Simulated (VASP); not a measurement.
Crystal: HfTi2Si2.

```
CELL_PARAMETERS angstrom
3.72837 0.00000 0.00000
-1.86419 3.22887 0.00000
0.00000 0.00000 7.92745
ATOMIC_POSITIONS crystal
Hf 0.66667 0.33333 0.50000
Ti 0.33333 0.66667 0.50000
Ti 0.00000 0.00000 0.00000
Si 0.66667 0.33333 0.78927
Si 0.66667 0.33333 0.21073
```

The cell was built from a structure type or drawn by symmetry, and may not be a known phase.

- Program: VASP 6.6.1
- Task: relaxation of cell and atoms
- Functional: PBE
- Potentials or basis: VASP PAW PBE potentials, release 64 (Hf_pv, Ti_sv, Si)
- Cutoff: 600 eV
- k mesh: 6 × 6 × 2
- Occupations: gaussian, width 0.1 eV
- Spin: no spin polarisation

At the start: pressure 18.7 GPa; volume 19.09 Å³/atom.

Question: How do energy, volume and symmetry change on relaxing?

Answer: Over 22 steps the energy falls by 753.6 meV/atom and the volume is 24.03 Å³/atom (+25.9 %); space group P-6m2 (No. 187, to 0.1 Å) before and after.

The path:
```
step  energy change (eV)  largest force (eV/Å)  pressure (GPa)  volume (Å³)
   1              0.0000                3.3803           18.74        95.43
   2             -1.2899                0.3165           -4.24       129.70
   3             -1.4312                0.6658           -0.94       118.69
   4             -2.1062                1.6640           -0.89       121.44
   5             -2.8413                3.9186           -1.10       124.64
   6             -2.8510                4.5681           -0.56       125.26
   7             -2.9684                4.1536           -0.71       126.13
   8             -2.9836                2.3427           -0.18       127.82
   9             -3.0210                3.4640           -0.60       126.98
  10             -3.1989                2.9153           -0.99       126.83
  11             -3.5678                1.3851           -1.82       126.31
  12             -3.6721                1.3087           -1.79       125.02
  13             -3.7207                0.4451           -2.05       125.51
  14             -3.7211                0.3441           -2.05       125.56
  15             -3.7371                0.3037           -1.68       124.44
  16             -3.7649                0.1868           -0.46       121.12
  17             -3.7672                0.1444            0.04       119.87
  18             -3.7672                0.1478            0.04       119.98
  19             -3.7665                0.1682           -0.23       120.55
  20             -3.7671                0.1524           -0.07       120.09
  21             -3.7677                0.0705           -0.09       120.12
  22             -3.7678                0.0006           -0.11       120.14
```

Final structure:
```
Hf Ti Si
1.0
     4.38013    0.00000    0.00000
    -2.19007    3.79330    0.00000
     0.00000    0.00000    7.23055
Hf Ti Si
1 2 2
Direct
  0.66667 0.33333 0.50000
  0.33333 0.66667 0.50000
  0.00000 0.00000 0.00000
  0.66667 0.33333 0.84762
  0.66667 0.33333 0.15238
```

Caveat: the k points lie up to 0.43 Å⁻¹ apart in the final cell; the volume moved by over 15 % at a fixed basis, so the end points are rough.
